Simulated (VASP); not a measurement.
# Sb (R-3m) in VASP: further runs

Aim: see how the results for Sb move with the level of theory and the settings. Levels: PBEsol+D3(BJ), PBE. Tasks: single point.

Everything below comes from runs of VASP 6.6.1. Logs are shortened: lines on timing, memory, paths and dates and some standing lists are left out, and cuts for length are marked.

## (1) The cell of the first run

The structure is trigonal, space group R-3m (No. 166). Conventional cell: a = 4.269 Å, b = 4.269 Å, c = 10.761 Å, α = 90.00°, β = 90.00°, γ = 120.00°. Sb (site symmetry 3m) has 6 Sb at 2.90 to 3.21 Å within 3.8 Å.

## (2) Single point, PBEsol+D3(BJ)

Input file INCAR:

```
  PREC = Accurate
  ENCUT = 520
  EDIFF = 1E-7
  ISMEAR = -1
  SIGMA = 0.05
  LREAL = F
  LASPH = T
  NELM = 60
  ALGO = Normal
  ISIF = 2
  LWAVE = F
  LCHARG = F
  GGA = PS
  IVDW = 12
  NBANDS = 12
```

Input file KPOINTS:

```
regular mesh
0
Gamma
  8 8 8
```

Input file POSCAR:

```
Sb
1.0
    2.1344347511      1.2323164781      3.5870637094
   -2.1344347511      1.2323164781      3.5870637094
    0.0000000000     -2.4646329563      3.5870637094
Sb
2
Direct
    0.7620420936      0.7620420936      0.7620420936
    0.2379579064      0.2379579064      0.2379579064
```

Potentials or basis: VASP PAW PBE potentials, release 64 (Sb).

The run is started by

```console
$ cat potpaw_PBE.64/Sb/POTCAR > POTCAR
$ mpirun -np 1 vasp_std > vasp.out
```

OUTCAR:

```text
PREC = Accurate
   ENCUT = 520
   EDIFF = 1E-7
   ISMEAR = -1
   LREAL = F
   LASPH = T
   NELM = 60
   ISIF = 2
   GGA = PS
   IVDW = 12
 IVDW          = 12

 ion  position               nearest neighbor table
   1  0.762  0.762  0.762-   2 2.90   2 2.90   2 2.90   2 3.21   2 3.21   2 3.21
   2  0.238  0.238  0.238-   1 2.90   1 2.90   1 2.90   1 3.21   1 3.21   1 3.21

  LATTYP: Found a trigonal (rhomboedric) cell.
 ALAT       =     4.3521766582
 COS(alpha) =     0.5189582939

  Lattice vectors:

 A1 = (   2.1344347511,   1.2323164781,   3.5870637094)
 A2 = (  -2.1344347511,   1.2323164781,   3.5870637094)
 A3 = (   0.0000000000,  -2.4646329563,   3.5870637094)

Analysis of symmetry for initial positions (statically):
=====================================================================
 Subroutine PRICEL returns:
 Original cell was already a primitive cell.

 Routine SETGRP: Setting up the symmetry group for a
 trigonal (rhombohedral) supercell.

 Subroutine GETGRP returns: Found 12 space group operations
 (whereof 12 operations were pure point group operations)
 out of a pool of 12 trial point group operations.

The static configuration has the point symmetry D_3d.

Analysis of symmetry for dynamics (positions and initial velocities):
=====================================================================
 Subroutine PRICEL returns:
 Original cell was already a primitive cell.

 Routine SETGRP: Setting up the symmetry group for a
 trigonal (rhombohedral) supercell.

 Subroutine GETGRP returns: Found 12 space group operations
 (whereof 12 operations were pure point group operations)
 out of a pool of 12 trial point group operations.

The dynamic configuration has the point symmetry D_3d.

 Subroutine INISYM returns: Found 12 space group operations
 (whereof 12 operations are pure point group operations),
 and found     1 'primitive' translations

----------------------------------------------------------------------------------------

                                     Primitive cell

  volume of cell :      56.6103

  direct lattice vectors                    reciprocal lattice vectors
     2.134434751  1.232316478  3.587063709     0.234254057  0.135246643  0.092926516
    -2.134434751  1.232316478  3.587063709    -0.234254057  0.135246643  0.092926516
     0.000000000 -2.464632956  3.587063709     0.000000000 -0.270493286  0.092926516

  length of vectors
     4.352176658  4.352176658  4.352176658     0.286010411  0.286010411  0.286010411

  position of ions in fractional coordinates (direct lattice)
     0.762042094  0.762042094  0.762042094
     0.237957906  0.237957906  0.237957906

  ion indices of the primitive-cell ions
   primitive index   ion index
                 1           1
                 2           2

----------------------------------------------------------------------------------------

 KPOINTS: regular mesh

Automatic generation of k-mesh.
 Grid dimensions read from file:
 generate k-points for:    8    8    8

 Generating k-lattice:

  Cartesian coordinates                     Fractional coordinates (reciprocal lattice)
     0.029281757  0.016905830  0.011615815     0.125000000  0.000000000 -0.000000000
    -0.029281757  0.016905830  0.011615815     0.000000000  0.125000000 -0.000000000
     0.000000000 -0.033811661  0.011615815     0.000000000  0.000000000  0.125000000

  Length of vectors
     0.035751301  0.035751301  0.035751301

  Shift w.r.t. Gamma in fractional coordinates (k-lattice)
     0.000000000  0.000000000  0.000000000

 Subroutine IBZKPT returns following result:
 ===========================================

 Found     65 irreducible k-points:

 Following reciprocal coordinates:
            Coordinates               Weight
  0.000000  0.000000  0.000000      1.000000
  0.125000  0.000000  0.000000      6.000000
  0.250000  0.000000  0.000000      6.000000
  0.375000 -0.000000  0.000000      6.000000
  0.500000  0.000000  0.000000      3.000000
  0.125000  0.125000  0.000000      6.000000
[... 16 lines left out ...]
  0.250000  0.125000  0.125000      6.000000
  0.375000  0.125000  0.125000      6.000000
 [... further k-points ...]
   k-points           NKPTS =     65   k-points in BZ     NKDIM =     65   number of bands    NBANDS=     12
   number of dos      NEDOS =    301   number of ions     NIONS =      2
   total plane-waves  NPLWV =  32768
   dimension x,y,z NGX =    32 NGY =   32 NGZ =   32
   dimension x,y,z NGXF=    64 NGYF=   64 NGZF=   64
   ions per type =               2
   NGX,Y,Z   is equivalent  to a cutoff of  12.22, 12.22, 12.22 a.u.
   NGXF,Y,Z  is equivalent  to a cutoff of  24.45, 24.45, 24.45 a.u.
 SYSTEM =  unknown system
   PREC   = accura    normal or accurate (medium, high low for compatibility)
   ISTART =      0    job   : 0-new  1-cont  2-samecut
   ICHARG =      2    charge: 1-file 2-atom 10-const
   ISPIN  =      1    spin polarized calculation?
   LNONCOLLINEAR =      F non collinear calculations
   LSORBIT =      F    spin-orbit coupling
   LASPH  =      T    aspherical Exc in radial PAW
   ENCUT  =  520.0 eV  38.22 Ry    6.18 a.u.   8.09  8.09  8.09*2*pi/ulx,y,z
   NELM   =     60;   NELMIN=  2; NELMDL= -5     # of ELM steps
   EDIFF  = 0.1E-06   stopping-criterion for ELM
   LREAL  =      F    real-space projection
   EDIFFG = 0.1E-05   stopping-criterion for IOM
   NSW    =      0    number of steps for IOM
   IBRION =     -1    ionic relax: 0-MD 1-quasi-New 2-CG
   NFREE  =      0    steps in history (QN), initial steepest desc. (CG)
   ISIF   =      2    stress and relaxation
   ISYM   =      2    0-nonsym 1-usesym 2-fastsym
   POTIM  = 0.5000    time-step for ionic-motion
   TEBEG  =    0.0;   TEEND  =   0.0 temperature during run
   PSTRESS=    0.0 pullay stress
   NELECT =      10.0000    total number of electrons
   NUPDOWN=      -1.0000    fix difference up-down
   EMIN   =  10.00;   EMAX   =-10.00  energy-range for DOS
   EFERMI =   0.00;   METHOD = LEGACY
   ISMEAR =    -1;   SIGMA  =   0.05  broadening in eV -4-tet -1-fermi 0-gaus
   EFERMI_NEDOS =   21; number of points for ismear=-14 and -15
   IALGO  =     38    algorithm
   IMIX   =      4    mixing-type and parameters
     AMIX     =   0.40;   BMIX     =  1.00
     AMIX_MAG =   1.60;   BMIX_MAG =  1.00
  volume/ion in A,a.u.               =      28.31       191.01
  Fermi-wavevector in a.u.,A,eV,Ry     =   0.918565  1.735835 11.480063  0.843761
  Thomas-Fermi vector in A             =   2.043660
   LORBIT       =      0    0 simple, 1 ext, 2 COOP (PROOUT), +10 PAW based schemes
   GGA     = PS    functional components
   LHFCALC =     F    Hartree Fock is set to
   AEXX    =    0.0000 exact exchange contribution
   IVDW    =    12    specifies the selected vdW correction
   LEPSILON=     F    determine dielectric tensor
   LRPA    =     F    only Hartree local field effects (RPA)
 non-spin polarized calculation
  energy-cutoff  :      520.00
  volume of cell :       56.61
 maximum number of plane-waves:      1546
   NGX = 17   NGY = 17   NGZ = 17

 number of electron      10.0000000 magnetization

 number of electron       9.9999999 magnetization

 Free energy of the ion-electron system (eV)
  ---------------------------------------------------
  ext. energy  EPLUGINS =         0.00000000
  ---------------------------------------------------
  free energy    TOTEN  =        -9.09850628 eV

  energy without entropy =       -9.09500001  energy(sigma->0) =       -9.09675315

 E-fermi :   7.9067     XC(G=0):  -9.9574

 val. band max:        7.7889410432   @ k =   0.5000   0.0000   0.0000
 cond. band min:       7.9266586677   @ k =   0.3750   0.2500   0.2500
 fundamental gap:      0.1377176245
 Fermi energy:         7.9067057799

 k-point     1 :       0.0000    0.0000    0.0000
  band No.  band energies     occupation
      1      -5.2159      2.00000
      2       3.5053      2.00000
      3       5.8909      2.00000
      4       5.9890      2.00000
      5       5.9890      2.00000
      6      10.4699      0.00000
      7      10.8937      0.00000
      8      10.8937      0.00000
      9      12.7017      0.00000
     10      12.7017      0.00000
     11      12.8766      0.00000
     12      14.3027      0.00000

 k-point     2 :       0.1250    0.0000    0.0000
  band No.  band energies     occupation
      1      -5.0341      2.00000
      2       2.5635      2.00000
      3       5.9205      2.00000
      4       5.9834      2.00000
      5       6.5007      2.00000
      6      10.1378      0.00000
      7      10.3270      0.00000
      8      10.3991      0.00000
      9      12.3149      0.00000
     10      12.8190      0.00000
     11      12.8830      0.00000
     12      15.5046      0.00000

 k-point     3 :       0.2500    0.0000    0.0000
  band No.  band energies     occupation
      1      -4.4923      2.00000
      2       0.8798      2.00000
      3       6.0077      2.00000
      4       6.0085      2.00000
      5       7.0503      2.00000
      6       9.1738      0.00000
      7       9.2489      0.00000
      8       9.4339      0.00000
      9      12.8157      0.00000
     10      13.5451      0.00000
     11      13.7985      0.00000
     12      17.7615      0.00000
[... 286 lines left out ...]
 k-point    23 :       0.2500    0.1250    0.1250
  band No.  band energies     occupation
      1      -4.7591      2.00000
      2       1.6494      2.00000
      3       5.0244      2.00000
      4       6.4754      2.00000
      5       7.4916      1.99950
      6       9.0007      0.00000
      7       9.1327      0.00000
      8      11.1933      0.00000
      9      12.4505      0.00000
     10      12.9522      0.00000
     11      14.1019      0.00000
     12      15.4637      0.00000

 k-point    24 :       0.3750    0.1250    0.1250
  band No.  band energies     occupation
      1      -4.1162      2.00000
      2       0.2691      2.00000
      3       4.4753      2.00000
      4       6.5798      2.00000
      5       7.9562      0.54171
      6       8.1999      0.00566
      7       8.2593      0.00173
      8      11.2412      0.00000
      9      12.7932      0.00000
     10      13.7064      0.00000
     11      15.5882      0.00000
     12      16.9201      0.00000

 [... further k-points ...]

------------------------ aborting loop because EDIFF is reached ----------------------------------------

 Edisp (eV)   -0.96450

 E8    (eV) :    -0.6615

  FORCE on cell =-STRESS in cart. coord.  units (eV):
  Direction    XX          YY          ZZ          XY          YZ          ZX
  --------------------------------------------------------------------------------------
  -------------------------------------------------------------------------------------
  Total       0.08755     0.08755     0.05977     0.00000    -0.00000     0.00000
  in kB       2.47775     2.47775     1.69152     0.00000    -0.00000     0.00000
  external pressure =        2.22 kB  Pullay stress =        0.00 kB

 VOLUME and BASIS-vectors are now :
 -----------------------------------------------------------------------------
  energy-cutoff  :      520.00
  volume of cell :       56.61
      direct lattice vectors                 reciprocal lattice vectors
     2.134434751  1.232316478  3.587063709     0.234254057  0.135246643  0.092926516
    -2.134434751  1.232316478  3.587063709    -0.234254057  0.135246643  0.092926516
     0.000000000 -2.464632956  3.587063709     0.000000000 -0.270493286  0.092926516

 POSITION                                       TOTAL-FORCE (eV/Angst)
 -----------------------------------------------------------------------------------
      0.00000     -0.00000      8.20048         0.000000      0.000000     -0.046699
      0.00000     -0.00000      2.56071         0.000000     -0.000000      0.046699
 -----------------------------------------------------------------------------------
    total drift:                                0.000000      0.000000      0.000000

  FREE ENERGIE OF THE ION-ELECTRON SYSTEM (eV)
  ---------------------------------------------------
  free  energy   TOTEN  =       -10.0630031249 eV

  energy  without entropy=      -10.0594968481  energy(sigma->0) =      -10.06124999
```

Wall time 62 s (1 thread of AMD EPYC 7R13, shared host); peak memory 0.17 GiB.

What came out:

```yaml
Free_energy: -10.0630 eV
Pressure: 0.2 GPa
Largest_force: 0.047 eV/Å
Band_gap_on_the_k_mesh: zero (band 5 reaches 7.96 eV, above the bottom of band 6 at 7.67 eV)
Dispersion_energy_per_atom: -0.482 eV
```

Forces on the atoms (eV/Å):
```
Sb   0.000  0.000 -0.047
Sb   0.000  0.000  0.047
```

Stress tensor (GPa, compression positive):
```
0.25 0.00 0.00
0.00 0.25 0.00
0.00 0.00 0.17
```

Levels at points of the mesh, in eV from the Fermi level:
| k point | band 1 | band 2 | band 3 | band 4 | band 5 | band 6 | band 7 | band 8 | band 9 | band 10 |
| --- | --- | --- | --- | --- | --- | --- | --- | --- | --- | --- |
| (0.00, 0.00, 0.00) | -13.12 | -4.40 | -2.02 | -1.92 | -1.92 | 2.56 | 2.99 | 2.99 | 4.79 | 4.79 |
| (0.50, 0.00, 0.00) | -10.53 | -9.99 | -1.71 | -1.51 | -0.39 | -0.12 | 0.08 | 0.24 | 8.11 | 8.80 |
| (0.50, 0.50, 0.00) | -10.51 | -7.86 | -5.95 | -3.99 | -3.97 | 1.47 | 5.38 | 5.66 | 7.65 | 8.99 |
| (0.50, 0.50, 0.50) | -11.11 | -9.49 | -1.28 | -1.28 | -0.38 | -0.23 | -0.23 | 0.86 | 7.61 | 9.00 |

Caveat: the PAW data sets were made with another functional, which shifts forces and pressure a little; spin-orbit coupling is left out, which moves the levels of the heavy elements; pairwise dispersion overbinds metals, which lowers pressure and volume.

## (3) Single point, PBE

This run uses another cell than the first one, of 30.21 Å³/atom, 1.067 times its volume.

Input file INCAR:

```
  PREC = Accurate
  ENCUT = 520
  EDIFF = 1E-6
  ISMEAR = 0
  SIGMA = 0.016
  LREAL = False
  LASPH = True
  NELM = 100
  ALGO = Normal
  ISIF = 2
  LWAVE = False
  LCHARG = False
  GGA = PE
  NBANDS = 12
```

KPOINTS is that of step 2.

Input file POSCAR:

```
Sb
1.0
    2.1542000000      1.2437279499      3.7580000000
   -2.1542000000      1.2437279499      3.7580000000
    0.0000000000     -2.4874558998      3.7580000000
Sb
2
Direct
    0.7665100000      0.7665100000      0.7665100000
    0.2334900000      0.2334900000      0.2334900000
```

Potentials or basis: VASP PAW PBE potentials, release 64 (Sb).

The run is started by

```console
$ cat potpaw_PBE.64/Sb/POTCAR > POTCAR
$ mpirun -np 1 vasp_std > vasp.out
```

It took 1.7 min on 1 thread of AMD EPYC 7R13, shared host; peak memory 0.19 GiB.

It converged, with:

```yaml
Free_energy: -8.2562 eV
Pressure: 2.8 GPa
Largest_force: 0.185 eV/Å
Band_gap_on_the_k_mesh: zero (band 5 reaches 7.38 eV, above the bottom of band 6 at 7.08 eV)
```

Forces on the atoms (eV/Å):
```
Sb   0.000  0.000 -0.185
Sb   0.000  0.000  0.185
```

Stress tensor (GPa, compression positive):
```
3.03 0.00 0.00
0.00 3.03 0.00
0.00 0.00 2.28
```

Levels at points of the mesh, in eV from the Fermi level:
```
           k point  band 1  band 2  band 3  band 4  band 5  band 6  band 7  band 8  band 9  band 10
(0.00, 0.00, 0.00)  -12.82   -4.89   -2.16   -1.89   -1.89    1.97    2.60    2.60    4.99     4.99
(0.50, 0.00, 0.00)  -10.46   -9.73   -2.04   -1.92   -0.38   -0.30    0.10    0.41    7.47     8.11
(0.50, 0.50, 0.00)  -10.45   -8.10   -5.53   -3.85   -3.76    1.43    4.85    5.43    6.85     8.60
(0.50, 0.50, 0.50)  -11.29   -9.07   -1.41   -1.41   -0.57    0.04    0.04    1.04    6.90     8.55
```

Caveat: spin-orbit coupling is left out, which moves the levels of the heavy elements.
